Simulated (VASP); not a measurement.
# Bi (P6/mmm) in VASP: notebook

Runs on Bi. Level: revPBE. Tasks: single point.

Program: VASP 6.6.1. These are calculated values, not measurements. Logs are shortened: lines on timing, memory, paths and dates and some standing lists are left out, and cuts for length are marked.

## (1) The cell of the first run

It takes space group P6/mmm (No. 191, hexagonal). The conventional cell has a = 5.924 Å, b = 5.924 Å, c = 3.484 Å, α = 90.00°, β = 90.00°, γ = 120.00°. Bi (site symmetry 6/mmm) has 14 Bi at 3.48 to 3.84 Å within 4.6 Å. Bi (site symmetry -6m2) has 11 Bi at 3.42 to 3.84 Å within 4.5 Å.

This isn't the form of Bi at room conditions, which is rhombohedral.

## (2) Single point, revPBE (35.30 Å³/atom)

Input file INCAR:

```
SYSTEM = Bi
  ALGO = Normal
  EDIFF = 1E-7
  ENCUT = 520
  GGA = RE
  ISIF = 2
  ISMEAR = -1
  LASPH = .TRUE.
  LCHARG = .FALSE.
  LREAL = .FALSE.
  LWAVE = .FALSE.
  NBANDS = 30
  NELM = 80
  PREC = Accurate
  SIGMA = 0.1
```

Input file KPOINTS:

```
k-points
0
G
  7 7 11
  0 0 0
```

Input file POSCAR:

```
Bi
1.0
    5.9244146656      0.0000000000      0.0000000000
   -2.9622073328      5.1306936029      0.0000000000
    0.0000000000      0.0000000000      3.4838756387
Bi
3
Direct
    0.0000000000      0.0000000000      0.0000000000
    0.3333333333      0.6666666667      0.5000000000
    0.6666666667      0.3333333333      0.5000000000
```

Potentials or basis: VASP PAW PBE potentials, release 64 (Bi_d).

The run is started by

```bash
$ cat potpaw_PBE.64/Bi_d/POTCAR > POTCAR
$ mpirun -np 1 vasp_std > vasp.out
```

OUTCAR:

```text
SYSTEM = Bi
   EDIFF = 1E-7
   ENCUT = 520
   GGA = RE
   ISIF = 2
   ISMEAR = -1
   LASPH = .TRUE.
   LREAL = .FALSE.
   NELM = 80
   PREC = Accurate

 ion  position               nearest neighbor table
   1  0.000  0.000  0.000-   2 3.84   3 3.84   2 3.84   3 3.84   2 3.84   2 3.84   3 3.84   3 3.84
                             3 3.84   3 3.84   2 3.84   2 3.84
   2  0.333  0.667  0.500-   3 3.42   3 3.42   3 3.42   1 3.84   1 3.84   1 3.84   1 3.84   1 3.84
                             1 3.84
   3  0.667  0.333  0.500-   2 3.42   2 3.42   2 3.42   1 3.84   1 3.84   1 3.84   1 3.84   1 3.84
                             1 3.84

  LATTYP: Found a hexagonal cell.
 ALAT       =     5.9244146656
 C/A-ratio  =     0.5880539826

  Lattice vectors:

 A1 = (   5.9244146656,   0.0000000000,   0.0000000000)
 A2 = (  -2.9622073328,   5.1306936029,   0.0000000000)
 A3 = (   0.0000000000,   0.0000000000,   3.4838756387)

Analysis of symmetry for initial positions (statically):
=====================================================================
 Subroutine PRICEL returns:
 Original cell was already a primitive cell.

 Routine SETGRP: Setting up the symmetry group for a
 hexagonal supercell.

 Subroutine GETGRP returns: Found 24 space group operations
 (whereof 24 operations were pure point group operations)
 out of a pool of 24 trial point group operations.

The static configuration has the point symmetry D_6h.

Analysis of symmetry for dynamics (positions and initial velocities):
=====================================================================
 Subroutine PRICEL returns:
 Original cell was already a primitive cell.

 Routine SETGRP: Setting up the symmetry group for a
 hexagonal supercell.

 Subroutine GETGRP returns: Found 24 space group operations
 (whereof 24 operations were pure point group operations)
 out of a pool of 24 trial point group operations.

The dynamic configuration has the point symmetry D_6h.

 Subroutine INISYM returns: Found 24 space group operations
 (whereof 24 operations are pure point group operations),
 and found     1 'primitive' translations

----------------------------------------------------------------------------------------

                                     Primitive cell

  volume of cell :     105.8971

  direct lattice vectors                    reciprocal lattice vectors
     5.924414666  0.000000000  0.000000000     0.168793046  0.097452711  0.000000000
    -2.962207333  5.130693603  0.000000000     0.000000000  0.194905422  0.000000000
     0.000000000  0.000000000  3.483875639     0.000000000  0.000000000  0.287036652

  length of vectors
     5.924414666  5.924414666  3.483875639     0.194905422  0.194905422  0.287036652

  position of ions in fractional coordinates (direct lattice)
     0.000000000  0.000000000  0.000000000
     0.333333333  0.666666667  0.500000000
     0.666666667  0.333333333  0.500000000

  ion indices of the primitive-cell ions
   primitive index   ion index
                 1           1
                 2           2
                 3           3

----------------------------------------------------------------------------------------

 KPOINTS: k-points

Automatic generation of k-mesh.
 Grid dimensions read from file:
 generate k-points for:    7    7   11

 Generating k-lattice:

  Cartesian coordinates                     Fractional coordinates (reciprocal lattice)
     0.024113292  0.013921816  0.000000000     0.142857143 -0.000000000  0.000000000
     0.000000000  0.027843632  0.000000000     0.000000000  0.142857143  0.000000000
     0.000000000  0.000000000  0.026094241     0.000000000  0.000000000  0.090909091

  Length of vectors
     0.027843632  0.027843632  0.026094241

  Shift w.r.t. Gamma in fractional coordinates (k-lattice)
     0.000000000  0.000000000  0.000000000

 Subroutine IBZKPT returns following result:
 ===========================================

 Found     48 irreducible k-points:

 Following reciprocal coordinates:
            Coordinates               Weight
  0.000000  0.000000  0.000000      1.000000
  0.142857  0.000000  0.000000      6.000000
  0.285714  0.000000  0.000000      6.000000
  0.428571  0.000000  0.000000      6.000000
  0.142857  0.142857  0.000000      6.000000
  0.285714  0.142857  0.000000     12.000000
[... 16 lines left out ...]
  0.428571  0.142857  0.181818     12.000000
  0.285714  0.285714  0.181818     12.000000
 [... further k-points ...]
   k-points           NKPTS =     48   k-points in BZ     NKDIM =     48   number of bands    NBANDS=     30
   number of dos      NEDOS =    301   number of ions     NIONS =      3
   total plane-waves  NPLWV =  64512
   dimension x,y,z NGX =    48 NGY =   48 NGZ =   28
   dimension x,y,z NGXF=    96 NGYF=   96 NGZF=   56
   ions per type =               3
   NGX,Y,Z   is equivalent  to a cutoff of  13.47, 13.47, 13.36 a.u.
   NGXF,Y,Z  is equivalent  to a cutoff of  26.94, 26.94, 26.72 a.u.
 SYSTEM =  Bi
   PREC   = accura    normal or accurate (medium, high low for compatibility)
   ISTART =      0    job   : 0-new  1-cont  2-samecut
   ICHARG =      2    charge: 1-file 2-atom 10-const
   ISPIN  =      1    spin polarized calculation?
   LNONCOLLINEAR =      F non collinear calculations
   LSORBIT =      F    spin-orbit coupling
   LASPH  =      T    aspherical Exc in radial PAW
   ENCUT  =  520.0 eV  38.22 Ry    6.18 a.u.  11.02 11.02  6.48*2*pi/ulx,y,z
   NELM   =     80;   NELMIN=  2; NELMDL= -5     # of ELM steps
   EDIFF  = 0.1E-06   stopping-criterion for ELM
   LREAL  =      F    real-space projection
   EDIFFG = 0.1E-05   stopping-criterion for IOM
   NSW    =      0    number of steps for IOM
   IBRION =     -1    ionic relax: 0-MD 1-quasi-New 2-CG
   NFREE  =      0    steps in history (QN), initial steepest desc. (CG)
   ISIF   =      2    stress and relaxation
   ISYM   =      2    0-nonsym 1-usesym 2-fastsym
   POTIM  = 0.5000    time-step for ionic-motion
   TEBEG  =    0.0;   TEEND  =   0.0 temperature during run
   PSTRESS=    0.0 pullay stress
   NELECT =      45.0000    total number of electrons
   NUPDOWN=      -1.0000    fix difference up-down
   EMIN   =  10.00;   EMAX   =-10.00  energy-range for DOS
   EFERMI =   0.00;   METHOD = LEGACY
   ISMEAR =    -1;   SIGMA  =   0.10  broadening in eV -4-tet -1-fermi 0-gaus
   EFERMI_NEDOS =   21; number of points for ismear=-14 and -15
   IALGO  =     38    algorithm
   IMIX   =      4    mixing-type and parameters
     AMIX     =   0.40;   BMIX     =  1.00
     AMIX_MAG =   1.60;   BMIX_MAG =  1.00
  volume/ion in A,a.u.               =      35.30       238.21
  Fermi-wavevector in a.u.,A,eV,Ry     =   1.230791  2.325858 20.610734  1.514846
  Thomas-Fermi vector in A             =   2.365626
   LORBIT       =      0    0 simple, 1 ext, 2 COOP (PROOUT), +10 PAW based schemes
   GGA     = RE    functional components
   LHFCALC =     F    Hartree Fock is set to
   AEXX    =    0.0000 exact exchange contribution
   IVDW    =     0    specifies the selected vdW correction
   LEPSILON=     F    determine dielectric tensor
   LRPA    =     F    only Hartree local field effects (RPA)
 non-spin polarized calculation
  energy-cutoff  :      520.00
  volume of cell :      105.90
 maximum number of plane-waves:      2879
 NGX is ok and might be reduce to    48
   NGX = 23   NGY = 23   NGZ = 13

 number of electron      45.0000011 magnetization

 Free energy of the ion-electron system (eV)
  ---------------------------------------------------
  ext. energy  EPLUGINS =         0.00000000
  ---------------------------------------------------
  free energy    TOTEN  =       -10.18959527 eV

  energy without entropy =      -10.11141182  energy(sigma->0) =      -10.15050354

 E-fermi :   6.5104     XC(G=0):  -9.6329

 val. band max:        6.5074145802   @ k =   0.0000   0.0000   0.2727
 cond. band min:       6.5198490810   @ k =   0.4286   0.0000   0.2727
 fundamental gap:      0.0124345008
 Fermi energy:         6.5104073251

 k-point     1 :       0.0000    0.0000    0.0000
  band No.  band energies     occupation
      1     -16.5482      2.00000
      2     -16.5257      2.00000
      3     -16.4766      2.00000
      4     -16.4766      2.00000
      5     -16.4688      2.00000
      6     -16.4539      2.00000
[... 22 lines left out ...]
     29      14.1563      0.00000
     30      16.4999      0.00000

 k-point     2 :       0.1429    0.0000    0.0000
  band No.  band energies     occupation
      1     -16.5467      2.00000
      2     -16.5261      2.00000
      3     -16.4848      2.00000
      4     -16.4783      2.00000
      5     -16.4687      2.00000
      6     -16.4620      2.00000
[... 22 lines left out ...]
     29      14.9649      0.00000
     30      15.4246      0.00000

 k-point     3 :       0.2857    0.0000    0.0000
  band No.  band energies     occupation
      1     -16.5426      2.00000
      2     -16.5268      2.00000
      3     -16.5026      2.00000
      4     -16.4847      2.00000
      5     -16.4711      2.00000
      6     -16.4700      2.00000
[... 22 lines left out ...]
     29      14.0165      0.00000
     30      14.8860      0.00000

 k-point     4 :       0.4286    0.0000    0.0000
  band No.  band energies     occupation
      1     -16.5383      2.00000
      2     -16.5259      2.00000
      3     -16.5179      2.00000
      4     -16.4914      2.00000
      5     -16.4740      2.00000
      6     -16.4712      2.00000
[... 616 lines left out ...]
     29      13.6856      0.00000
     30      14.3913      0.00000

 k-point    23 :       0.4286    0.1429    0.1818
  band No.  band energies     occupation
      1     -16.5055      2.00000
      2     -16.4967      2.00000
      3     -16.4945      2.00000
      4     -16.4918      2.00000
      5     -16.4702      2.00000
      6     -16.4617      2.00000
[... 22 lines left out ...]
     29      12.9952      0.00000
     30      14.6245      0.00000

 k-point    24 :       0.2857    0.2857    0.1818
  band No.  band energies     occupation
      1     -16.5053      2.00000
      2     -16.4957      2.00000
      3     -16.4956      2.00000
      4     -16.4940      2.00000
      5     -16.4658      2.00000
      6     -16.4613      2.00000
[... 22 lines left out ...]
     29      13.4587      0.00000
     30      13.5609      0.00000

 [... further k-points ...]

------------------------ aborting loop because EDIFF is reached ----------------------------------------

  FORCE on cell =-STRESS in cart. coord.  units (eV):
  Direction    XX          YY          ZZ          XY          YZ          ZX
  --------------------------------------------------------------------------------------
  -------------------------------------------------------------------------------------
  Total       -2.0934912     -2.0934912     -1.8210355     -0.0000000      0.0000000      0.0000000
  in kB      -31.6736096    -31.6736096    -27.5514733     -0.0000000      0.0000000      0.0000000
  external PRESSURE =     -30.2995641 kB  Pullay stress =       0.0000000 kB

 VOLUME and BASIS-vectors are now :
 -----------------------------------------------------------------------------
  energy-cutoff  :      520.00
  volume of cell :      105.90
      direct lattice vectors                 reciprocal lattice vectors
     5.924414666  0.000000000  0.000000000     0.168793046  0.097452711  0.000000000
    -2.962207333  5.130693603  0.000000000     0.000000000  0.194905422  0.000000000
     0.000000000  0.000000000  3.483875639     0.000000000  0.000000000  0.287036652

 POSITION                                       TOTAL-FORCE (eV/Angst)
 -----------------------------------------------------------------------------------
      0.00000      0.00000      0.00000         0.000000      0.000000      0.000000
     -0.00000      3.42046      1.74194        -0.000000      0.000000      0.000000
      2.96221      1.71023      1.74194         0.000000      0.000000      0.000000
 -----------------------------------------------------------------------------------
    total drift:                               -0.000000      0.000000     -0.000000

  FREE ENERGIE OF THE ION-ELECTRON SYSTEM (eV)
  ---------------------------------------------------
  free  energy   TOTEN  =       -10.1895952655 eV

  energy  without entropy=      -10.1114118194  energy(sigma->0) =      -10.15050354
```

Run time: 2.5 min. Hardware: 1 thread of Intel Xeon Platinum 8259CL at 2.50GHz (Skylake/Cascade Lake), shared host; peak memory 0.3 GiB.

Results:

```
Free energy            : -10.1896 eV
Pressure               : -3.0 GPa
Band gap on the k mesh : zero (an odd number of electrons rules out a gap without spin polarisation)
```

Stress tensor (GPa, compression positive):
```
-3.17  0.00  0.00
 0.00 -3.17  0.00
 0.00  0.00 -2.76
```

Caveat: the cell stands under tension; the PAW data sets were made with another functional, which shifts forces and pressure a little; spin-orbit coupling is left out, which moves the levels of the heavy elements.

## (3) Single point, revPBE (36.61 Å³/atom)

This run uses another cell than the first one, of 36.61 Å³/atom.

Input file INCAR:

```
SYSTEM = Bi
ALGO     = Normal         ! electronic algorithm
EDIFF    = 1E-6           ! SCF threshold, eV
ENCUT    = 520            ! plane-wave cutoff, eV
GGA      = RE             ! functional
ISIF     = 2              ! what is computed and relaxed
ISMEAR   = -1             ! smearing method
LASPH    = .TRUE.         ! aspherical terms in the spheres
LCHARG   = .FALSE.        ! write CHGCAR
LREAL    = .FALSE.        ! projectors in reciprocal space
LWAVE    = .FALSE.        ! write WAVECAR
NBANDS   = 30             ! bands
NELM     = 60             ! most SCF steps
PREC     = Accurate       ! precision mode
SIGMA    = 0.1            ! smearing width, eV
```

KPOINTS is that of step 2.

Input file POSCAR:

```
Bi
1.0
    5.9966707461      0.0000000000      0.0000000000
   -2.9983353731      5.1932692042      0.0000000000
    0.0000000000      0.0000000000      3.5263661146
Bi
3
Direct
    0.0000000000      0.0000000000      0.0000000000
    0.3333333333      0.6666666667      0.5000000000
    0.6666666667      0.3333333333      0.5000000000
```

Potentials or basis: VASP PAW PBE potentials, release 64 (Bi_d).

The run is started by

```bash
$ cat potpaw_PBE.64/Bi_d/POTCAR > POTCAR
$ mpirun -np 1 vasp_std > vasp.out
```

Run time: 2.6 min. Hardware: 1 thread of Intel Xeon Platinum 8259CL at 2.50GHz (Skylake/Cascade Lake), shared host; peak memory 0.3 GiB.

It converged, with:

| Quantity | Value |
| --- | --- |
| Free energy | -10.1031 eV |
| Pressure | -4.1 GPa |
| Band gap on the k mesh | zero (an odd number of electrons rules out a gap without spin polarisation) |

Stress tensor (GPa, compression positive):
```
-4.23  0.00  0.00
 0.00 -4.23  0.00
 0.00  0.00 -3.96
```

Levels at points of the mesh, in eV from the Fermi level:
| k point | band 18 | band 19 | band 20 | band 21 | band 22 | band 23 | band 24 | band 25 | band 26 | band 27 |
| --- | --- | --- | --- | --- | --- | --- | --- | --- | --- | --- |
| (0.00, 0.00, 0.00) | -9.95 | -2.87 | -2.87 | -2.66 | -2.66 | 1.57 | 3.93 | 3.93 | 4.42 | 4.46 |

Caveat: the cell stands under tension; the PAW data sets were made with another functional, which shifts forces and pressure a little; spin-orbit coupling is left out, which moves the levels of the heavy elements.

## (4) Single point, revPBE

This run uses another cell than the first one, of 32.68 Å³/atom.

Input file INCAR:

```
SYSTEM = Bi
  PREC = Accurate
  ENCUT = 520
  EDIFF = 1E-6
  ISMEAR = -1
  SIGMA = 0.1
  LREAL = .False.
  LASPH = .True.
  NELM = 100
  ALGO = Normal
  ISIF = 2
  LWAVE = .False.
  LCHARG = .False.
  GGA = RE
  NBANDS = 30
```

Input file KPOINTS:

```
Automatic mesh
0
Gamma
  8 8 12
  0 0 0
```

Input file POSCAR:

```
Bi
1.0
    5.7743645236      0.0000000000      0.0000000000
   -2.8871822618      5.0007463681      0.0000000000
    0.0000000000      0.0000000000      3.3956380551
Bi
3
Direct
    0.0000000000      0.0000000000      0.0000000000
    0.3333333333      0.6666666667      0.5000000000
    0.6666666667      0.3333333333      0.5000000000
```

The run is started by

```bash
$ cat potpaw_PBE.64/Bi_d/POTCAR > POTCAR
$ mpirun -np 1 vasp_std > vasp.out
```

Run time: 4.1 min. Hardware: 1 thread of Intel Xeon 8259CL, shared host; peak memory 0.33 GiB.

The run converged. Its results:

* Free energy: -10.2665 eV
* Pressure: -0.2 GPa
* Band gap on the k mesh: zero (an odd number of electrons rules out a gap without spin polarisation)

Stress tensor (GPa, compression positive):
```
-0.50  0.00  0.00
 0.00 -0.50  0.00
 0.00  0.00  0.28
```

Levels at points of the mesh, in eV from the Fermi level:
```csv
k point,band 19,band 20,band 21,band 22,band 23,band 24,band 25,band 26,band 27,band 28
"(0.00, 0.00, 0.00)",-3.33,-3.33,-3.11,-3.11,1.71,4.61,4.61,5.20,5.22,5.87
"(0.50, 0.00, 0.00)",-4.89,-1.51,-1.34,1.03,1.37,1.82,3.19,3.20,4.60,5.82
"(0.00, 0.00, 0.50)",-3.74,-2.84,-1.87,-1.71,-1.71,-0.33,-0.33,0.89,0.89,3.71
"(0.50, 0.00, 0.50)",-4.43,-4.05,-2.89,-2.39,-0.66,0.97,1.87,2.00,3.11,5.81
```

Caveat: the PAW data sets were made with another functional, which shifts forces and pressure a little; spin-orbit coupling is left out, which moves the levels of the heavy elements.

## (5) The runs side by side

```csv
cell,k mesh,gap on the mesh (eV),pressure (GPa)
"a = 5.924, b = 5.924, c = 3.484 Å, angles 90.0, 90.0, 120.0°, 3 atoms",7 × 7 × 11,none,-3.0
"a = 5.997, b = 5.997, c = 3.526 Å, angles 90.0, 90.0, 120.0°, 3 atoms",7 × 7 × 11,none,-4.1
"a = 5.774, b = 5.774, c = 3.396 Å, angles 90.0, 90.0, 120.0°, 3 atoms",8 × 8 × 12,none,-0.2
```

Alike in all rows: task single point; level revPBE; potentials or basis VASP PAW PBE potentials, release 64 (Bi_d); no spin polarisation; cutoff (eV) 520; smearing fermi-dirac 0.1 eV.

Caveats: the PAW data sets were made with another functional, which shifts forces and pressure a little; spin-orbit coupling is left out, which moves the levels of the heavy elements; the cell stands under tension (at least some runs).

Absolute energies hang on the potentials; compare differences alone.
